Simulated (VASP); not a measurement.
Write the native input for VASP 6.6.1 that does the following.

| Property | Result |
| --- | --- |
| Task | single point |
| Functional | PBE |
| Potentials or basis | VASP PAW PBE potentials, release 64 (Zn, Cd, Se) |
| Cutoff | 520 eV |
| k mesh | 4 × 4 × 1 |
| Occupations | gaussian, width 0.1 eV |
| Spin | no spin polarisation |
| Dipole correction | no |
| Further INCAR settings | ALGO = Normal; EDIFF = 1e-06; NBANDS = 66 |

The structure of Zn5CdSe6 lies in POSCAR:

```
Zn5CdSe6
1.0
    4.0973309000      0.0000000000      0.0000000000
    0.0000000000      4.0973309000      0.0000000000
    0.0000000000      0.0000000000     17.5168485000
Zn Cd Se
5 1 6
Direct
    0.0000000000      0.0000000000      0.8383510000
    0.5000000000      0.5000000000      0.0000000000
    0.0000000000      0.0000000000      0.1616490000
    0.5000000000      0.5000000000      0.3233950000
    0.5000000000      0.5000000000      0.6766050000
    0.0000000000      0.0000000000      0.5000000000
    0.5000000000      0.0000000000      0.9191830000
    0.0000000000      0.5000000000      0.0808170000
    0.5000000000      0.0000000000      0.2424760000
    0.0000000000      0.5000000000      0.4036520000
    0.5000000000      0.0000000000      0.5963480000
    0.0000000000      0.5000000000      0.7575240000
```

One way to write it, as run:

INCAR

```
SYSTEM = Zn5CdSe6
PREC = Accurate
ENCUT = 520
EDIFF = 1E-6
ISMEAR = 0
SIGMA = 0.1
LREAL = .FALSE.
LASPH = .TRUE.
NELM = 100
ALGO = Normal
ISIF = 2
LWAVE = .FALSE.
LCHARG = .FALSE.
GGA = PE
NBANDS = 66
```

KPOINTS

```
Automatic mesh
0
G
  4 4 1
  0 0 0
```

Potentials or basis: VASP PAW PBE potentials, release 64 (Zn, Cd, Se).

Command:

```console
$ cat potpaw_PBE.64/Zn/POTCAR potpaw_PBE.64/Cd/POTCAR potpaw_PBE.64/Se/POTCAR > POTCAR
$ mpirun -np 1 vasp_std > vasp.out
```

Results of the run:

```json
{"Pressure": "0.3 GPa", "Largest force": "0.026 eV/Å", "Band gap on the k mesh": "0.96 eV, direct"}
```

Wall time 2.6 min on 1 thread of Intel(R) Xeon(R) Platinum 8259CL CPU @ 2.50GHz (Skylake/Cascade Lake), with other jobs on the host, peak memory 0.39 GiB.
